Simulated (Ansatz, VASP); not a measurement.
# GaN: VASP beside Ansatz

```xyz
4
Lattice="0.0000 -2.2491 -2.3391 0.0000 2.2491 -2.3391 4.6781 0.0000 0.0000" Properties=species:S:1:pos:R:3 pbc="T T T"
Ga    2.3391    0.0000   -2.3281
Ga    0.0000    0.0000   -0.0110
N     1.1695    1.0375   -1.1695
N     3.5086   -1.0375   -1.1695
```

Change from the starting cell: mode 11 frozen in at -0.087 Å, equal normal strain along x and y +0.0400.

Alike in both runs: task single point; functional PBEsol; k mesh 8 × 8 × 6; occupations gaussian, width 0.05 eV; no spin polarisation.

|  | VASP | Ansatz |
| --- | --- | --- |
| version | VASP 6.6.1 | Ansatz 0.2.0 |
| potentials or method | VASP PAW PBE potentials, release 64 (Ga_d, N), cutoff 520 eV | scalar-relativistic, plane waves, PAW |
| valence electrons in the cell | 36 | 36 |

```csv
,VASP,Ansatz,Ansatz less VASP
gap on the k mesh at the Fermi level (eV),1.11,1.10,-0.011
least direct gap on the mesh (eV),1.11,1.10,-0.011
pressure (GPa),-11.7,-11.6,+0.11
"traceless stress, the component that is largest in VASP (GPa)",2.41,2.38,-0.027
rms of the force components (eV/Å),0.566,0.571,+0.0053
```

VASP's potentials were made for PBE, not for PBEsol, and Ansatz warns of the same on its side. Atom by atom the forces differ by 0.006 eV/Å (rms over components). With one functional, cell and mesh, what is left measures potentials, basis and numerics.
